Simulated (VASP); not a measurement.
# NaH3 (P1) in VASP: single point with PBE

Aim: the single point of NaH3 with PBE.

Everything below comes from runs of VASP 6.6.1. Logs are shortened: lines on timing, memory, paths and dates and some standing lists are left out, and cuts for length are marked.

## (1) The cell of the first run

The typed cell holds 8 atoms: a = 4.543 Å, b = 4.541 Å, c = 6.669 Å, α = 110.84°, β = 109.25°, γ = 89.98°.

## (2) Single point, PBE

Contents of INCAR:

```
PREC = Accurate
ENCUT = 500
EDIFF = 1E-6
ISMEAR = 0
SIGMA = 0.1
LREAL = F
LASPH = T
NELM = 120
ALGO = Normal
ISIF = 2
LWAVE = F
LCHARG = F
GGA = PE
NBANDS = 20
GGA_COMPAT = F
```

Contents of KPOINTS:

```
regular mesh
0
Gamma
  4 4 4
```

Contents of POSCAR:

```
NaH3
1.0
    1.5670156591     -0.0003054295     -4.2637769031
    0.0368413519     -4.5411202660      0.0123785002
   -6.2517797168      2.3223910365      0.0448579558
Na H
2 6
Direct
    0.2478461857      0.2485507884     -0.0027580171
    0.7480377000      0.7502161477     -0.0021987575
    0.9941587401      0.0848219403      0.5062790664
    0.2215140326      0.7196670930     -0.0575408490
    0.5835303547      0.5121653987      0.5011914609
    0.4213925528      0.4903799211      0.5053608931
    0.0092257941      0.9160139452      0.4978773503
    0.7742946400      0.2781847656      0.0517888529
```

Potentials or basis: VASP PAW PBE potentials, release 64 (Na_pv, H).

On the command line:

```console
cat potpaw_PBE.64/Na_pv/POTCAR potpaw_PBE.64/H/POTCAR > POTCAR
mpirun -np 1 vasp_std > vasp.out
```

OUTCAR:

```text
PREC = Accurate
   ENCUT = 500
   EDIFF = 1E-6
   ISMEAR = 0
   LREAL = F
   LASPH = T
   NELM = 120
   ISIF = 2
   GGA = PE

 ion  position               nearest neighbor table
   1  0.248  0.249  0.997-
   2  0.748  0.750  0.998-
   3  0.994  0.085  0.506-   7 0.75
   4  0.222  0.720  0.942-
   5  0.584  0.512  0.501-   6 0.75
   6  0.421  0.490  0.505-   5 0.75
   7  0.009  0.916  0.498-   3 0.75
   8  0.774  0.278  0.052-

  LATTYP: Found a triclinic cell.
 ALAT       =     6.6499836714
 B/A-ratio  =     0.6831013564
 C/A-ratio  =     0.6829019141
 COS(alpha) =     0.0003072718
 COS(beta)  =     0.3262836421
 COS(gamma) =     0.3526533969

  Lattice vectors:

 A1 = (  -4.6479227058,  -2.2190346590,  -4.2065404471)
 A2 = (   1.5670156591,  -0.0003054295,  -4.2637769031)
 A3 = (   0.0368413519,  -4.5411202660,   0.0123785002)

Analysis of symmetry for initial positions (statically):
=====================================================================
 Subroutine PRICEL returns:
 Original cell was already a primitive cell.

 Routine SETGRP: Setting up the symmetry group for a
 triclinic supercell.

 Subroutine GETGRP returns: Found  1 space group operations
 (whereof  1 operations were pure point group operations)
 out of a pool of  2 trial point group operations.

The static configuration has the point symmetry C_1 .

Analysis of symmetry for dynamics (positions and initial velocities):
=====================================================================
 Subroutine PRICEL returns:
 Original cell was already a primitive cell.

 Routine SETGRP: Setting up the symmetry group for a
 triclinic supercell.

 Subroutine GETGRP returns: Found  1 space group operations
 (whereof  1 operations were pure point group operations)
 out of a pool of  2 trial point group operations.

The dynamic configuration has the point symmetry C_1 .

 Subroutine INISYM returns: Found  1 space group operations
 (whereof  1 operations are pure point group operations),
 and found     1 'primitive' translations

----------------------------------------------------------------------------------------

                                     Primitive cell

  volume of cell :     120.3199

  direct lattice vectors                    reciprocal lattice vectors
     1.567015659 -0.000305429 -4.263776903    -0.001931958 -0.000656918 -0.235243830
     0.036841352 -4.541120266  0.012378500    -0.082298441 -0.220960057 -0.030230348
    -6.251779717  2.322391037  0.044857956    -0.160923679 -0.001466761 -0.059142278

  length of vectors
     4.542612866  4.541286578  6.669352442     0.235252680  0.237718855  0.171453758

  position of ions in fractional coordinates (direct lattice)
     0.247846186  0.248550788  0.997241983
     0.748037700  0.750216148  0.997801243
     0.994158740  0.084821940  0.506279066
     0.221514033  0.719667093  0.942459151
     0.583530355  0.512165399  0.501191461
     0.421392553  0.490379921  0.505360893
     0.009225794  0.916013945  0.497877350
     0.774294640  0.278184766  0.051788853

  ion indices of the primitive-cell ions
   primitive index   ion index
                 1           1
                 2           2
                 3           3
                 4           4
                 5           5
                 6           6
                 7           7
                 8           8

----------------------------------------------------------------------------------------

 KPOINTS: regular mesh

Automatic generation of k-mesh.
 Grid dimensions read from file:
 generate k-points for:    4    4    4

 Generating k-lattice:

  Cartesian coordinates                     Fractional coordinates (reciprocal lattice)
    -0.000482990 -0.000164229 -0.058810957     0.250000000  0.000000000  0.000000000
    -0.020574610 -0.055240014 -0.007557587     0.000000000  0.250000000 -0.000000000
    -0.040230920 -0.000366690 -0.014785569    -0.000000000  0.000000000  0.250000000

  Length of vectors
     0.058813170  0.059429714  0.042863439

  Shift w.r.t. Gamma in fractional coordinates (k-lattice)
     0.000000000  0.000000000  0.000000000

 Subroutine IBZKPT returns following result:
 ===========================================

 Found     36 irreducible k-points:

 Following reciprocal coordinates:
            Coordinates               Weight
  0.000000  0.000000  0.000000      1.000000
  0.250000  0.000000  0.000000      2.000000
  0.500000  0.000000  0.000000      1.000000
 -0.000000  0.250000  0.000000      2.000000
  0.250000  0.250000  0.000000      2.000000
  0.500000  0.250000  0.000000      2.000000
[... 16 lines left out ...]
  0.000000 -0.250000  0.250000      2.000000
  0.250000 -0.250000  0.250000      2.000000
 [... further k-points ...]
   k-points           NKPTS =     36   k-points in BZ     NKDIM =     36   number of bands    NBANDS=     20
   number of dos      NEDOS =    301   number of ions     NIONS =      8
   total plane-waves  NPLWV =  64800
   dimension x,y,z NGX =    36 NGY =   36 NGZ =   50
   dimension x,y,z NGXF=    72 NGYF=   72 NGZF=  100
   ions per type =               2   6
   NGX,Y,Z   is equivalent  to a cutoff of  13.17, 13.18, 12.46 a.u.
   NGXF,Y,Z  is equivalent  to a cutoff of  26.35, 26.36, 24.93 a.u.
 SYSTEM =  unknown system
   PREC   = accura    normal or accurate (medium, high low for compatibility)
   ISTART =      0    job   : 0-new  1-cont  2-samecut
   ICHARG =      2    charge: 1-file 2-atom 10-const
   ISPIN  =      1    spin polarized calculation?
   LNONCOLLINEAR =      F non collinear calculations
   LSORBIT =      F    spin-orbit coupling
   LASPH  =      T    aspherical Exc in radial PAW
   ENCUT  =  500.0 eV  36.75 Ry    6.06 a.u.   8.28  8.28 12.16*2*pi/ulx,y,z
   NELM   =    120;   NELMIN=  2; NELMDL= -5     # of ELM steps
   EDIFF  = 0.1E-05   stopping-criterion for ELM
   LREAL  =      F    real-space projection
   EDIFFG = 0.1E-04   stopping-criterion for IOM
   NSW    =      0    number of steps for IOM
   IBRION =     -1    ionic relax: 0-MD 1-quasi-New 2-CG
   NFREE  =      0    steps in history (QN), initial steepest desc. (CG)
   ISIF   =      2    stress and relaxation
   ISYM   =      2    0-nonsym 1-usesym 2-fastsym
   POTIM  = 0.5000    time-step for ionic-motion
   TEBEG  =    0.0;   TEEND  =   0.0 temperature during run
   PSTRESS=    0.0 pullay stress
   NELECT =      20.0000    total number of electrons
   NUPDOWN=      -1.0000    fix difference up-down
   EMIN   =  10.00;   EMAX   =-10.00  energy-range for DOS
   EFERMI =   0.00;   METHOD = LEGACY
   ISMEAR =     0;   SIGMA  =   0.10  broadening in eV -4-tet -1-fermi 0-gaus
   EFERMI_NEDOS =   21; number of points for ismear=-14 and -15
   IALGO  =     38    algorithm
   IMIX   =      4    mixing-type and parameters
     AMIX     =   0.40;   BMIX     =  1.00
     AMIX_MAG =   1.60;   BMIX_MAG =  1.00
  volume/ion in A,a.u.               =      15.04       101.49
  Fermi-wavevector in a.u.,A,eV,Ry     =   0.900131  1.701001 11.023923  0.810235
  Thomas-Fermi vector in A             =   2.023050
   LORBIT       =      0    0 simple, 1 ext, 2 COOP (PROOUT), +10 PAW based schemes
   GGA     = PE    functional components
   LHFCALC =     F    Hartree Fock is set to
   AEXX    =    0.0000 exact exchange contribution
   IVDW    =     0    specifies the selected vdW correction
   LEPSILON=     F    determine dielectric tensor
   LRPA    =     F    only Hartree local field effects (RPA)
 non-spin polarized calculation
 Gauss-broadening in eV      SIGMA  =   0.10
  energy-cutoff  :      500.00
  volume of cell :      120.32
 maximum number of plane-waves:      3070
 NGX is ok and might be reduce to    36
   NGX = 17   NGY = 17   NGZ = 25

 number of electron      19.9999988 magnetization

 Free energy of the ion-electron system (eV)
  ---------------------------------------------------
  ext. energy  EPLUGINS =         0.00000000
  ---------------------------------------------------
  free energy    TOTEN  =       -23.28460988 eV

  energy without entropy =      -23.28460988  energy(sigma->0) =      -23.28460988

 E-fermi :  -1.4168     XC(G=0):  -6.1513

 val. band max:       -1.8992476766   @ k =   0.0000   0.0000   0.5000
 cond. band min:       1.0434428686   @ k =   0.5000   0.5000   0.0000
 fundamental gap:      2.9426905451
 Fermi energy:        -1.4168486768

 k-point     1 :       0.0000    0.0000    0.0000
  band No.  band energies     occupation
      1     -24.7527      2.00000
      2     -24.7350      2.00000
      3     -24.6764      2.00000
      4     -24.6760      2.00000
      5     -24.6043      2.00000
      6     -24.6041      2.00000
[... 12 lines left out ...]
     19       9.1657      0.00000
     20       9.2755      0.00000

 k-point     2 :       0.2500    0.0000    0.0000
  band No.  band energies     occupation
      1     -24.7500      2.00000
      2     -24.7375      2.00000
      3     -24.6679      2.00000
      4     -24.6655      2.00000
      5     -24.6171      2.00000
      6     -24.6146      2.00000
[... 12 lines left out ...]
     19       7.8878      0.00000
     20       8.0552      0.00000
[... 465 lines left out ...]
      3     -24.6677      2.00000
      4     -24.6657      2.00000
      5     -24.6169      2.00000
      6     -24.6148      2.00000
[... 12 lines left out ...]
     19       7.8746      0.00000
     20       8.0233      0.00000

 k-point    24 :       0.2500   -0.2500    0.2500
  band No.  band energies     occupation
      1     -24.7481      2.00000
      2     -24.7392      2.00000
      3     -24.6840      2.00000
      4     -24.6484      2.00000
      5     -24.6364      2.00000
      6     -24.6003      2.00000
[... 12 lines left out ...]
     19       7.9315      0.00000
     20       8.7671      0.00000

 [... further k-points ...]

------------------------ aborting loop because EDIFF is reached ----------------------------------------

  FORCE on cell =-STRESS in cart. coord.  units (eV):
  Direction    XX          YY          ZZ          XY          YZ          ZX
  --------------------------------------------------------------------------------------
  -------------------------------------------------------------------------------------
  Total       -0.1405628     -0.0818161     -0.1086812     -0.0056489     -0.0079778     -0.0139928
  in kB       -1.8717314     -1.0894605     -1.4471960     -0.0752212     -0.1062325     -0.1863284
  external PRESSURE =      -1.4694626 kB  Pullay stress =       0.0000000 kB

 VOLUME and BASIS-vectors are now :
 -----------------------------------------------------------------------------
  energy-cutoff  :      500.00
  volume of cell :      120.32
      direct lattice vectors                 reciprocal lattice vectors
     1.567015659 -0.000305429 -4.263776903    -0.001931958 -0.000656918 -0.235243830
     0.036841352 -4.541120266  0.012378500    -0.082298441 -0.220960057 -0.030230348
    -6.251779717  2.322391037  0.044857956    -0.160923679 -0.001466761 -0.059142278

 POSITION                                       TOTAL-FORCE (eV/Angst)
 -----------------------------------------------------------------------------------
     -5.83700      1.18721     -1.00895         0.000095     -0.004048      0.000360
     -5.03821     -1.08977     -3.13542         0.001712      0.007636     -0.001734
     -1.60416      0.79029     -4.21511         0.000284     -0.009303     -0.002268
     -5.51842     -1.07940     -0.89330        -0.004019     -0.006864      0.000445
     -2.20007     -1.16202     -2.45922        -0.002522      0.008871      0.017202
     -2.48101     -1.05336     -1.76798         0.005492     -0.008594     -0.015274
     -3.06442     -3.00347     -0.00566         0.002506      0.008354      0.003292
      0.89981     -1.14323     -3.29565        -0.003549      0.003948     -0.002023
 -----------------------------------------------------------------------------------
    total drift:                                0.001357     -0.000419      0.001454

  FREE ENERGIE OF THE ION-ELECTRON SYSTEM (eV)
  ---------------------------------------------------
  free  energy   TOTEN  =       -23.2846098833 eV

  energy  without entropy=      -23.2846098833  energy(sigma->0) =      -23.28460988
```

Run time: 44 s. Hardware: 1 thread of AMD EPYC 9R45 (Zen 5), shared host; peak memory 0.22 GiB.

Results:

```yaml
Free_energy: -23.2846 eV
Pressure: -0.1 GPa
Largest_force: 0.020 eV/Å
Band_gap_on_the_k_mesh: 2.94 eV (least direct gap 3.56 eV)
```

Forces in eV/Å, atoms in the order of the input:
```
Na   0.000 -0.004  0.000
Na   0.002  0.008 -0.002
H    0.000 -0.009 -0.002
H   -0.004 -0.007  0.000
H   -0.003  0.009  0.017
H    0.005 -0.009 -0.015
H    0.003  0.008  0.003
H   -0.004  0.004 -0.002
```

A k mesh can miss the band edges.
